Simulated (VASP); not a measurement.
Input of a VASP 6.6.1 run:

File INCAR:

```
SYSTEM = As
  PREC = Accurate
  ENCUT = 520
  EDIFF = 1E-8
  ISMEAR = -1
  SIGMA = 0.05
  LREAL = .FALSE.
  LASPH = .TRUE.
  NELM = 100
  ALGO = Normal
  ISIF = 2
  LWAVE = .FALSE.
  LCHARG = .FALSE.
  GGA = CA
  LEFG = .TRUE.
  NBANDS = 12
```

File KPOINTS:

```
Automatic mesh
0
G
  13 13 13
  0 0 0
```

The input POSCAR:

```
As
1.0
    1.9044858397      1.0995554122      3.5316406550
   -1.9044858397      1.0995554122      3.5316406550
    0.0000000000     -2.1991108244      3.5316406550
As
2
Direct
    0.2275400000      0.2275400000      0.2275400000
    0.7724600000      0.7724600000      0.7724600000
```

Potentials or basis: VASP PAW LDA potentials, release 64 (As).

The run is started by

```bash
$ cat potpaw_LDA.64/As/POTCAR > POTCAR
$ mpirun -np 1 vasp_std > vasp.out
```

Problem. Predict the largest force.

Solution. 0.110 eV/Å.

Problem. Estimate the pressure.

Solution. -3.9 GPa.

Problem. Estimate the band gap on the k mesh.

Solution. Zero (band 5 reaches 5.24 eV, above the bottom of band 6 at 4.90 eV).

Forces on the atoms (eV/Å):
```
As   0.000  0.000 -0.110
As   0.000  0.000  0.110
```

Caveat: without QUAD_EFG the Cq values of the log hold for a quadrupole moment of 1 mb, not for the nuclei.
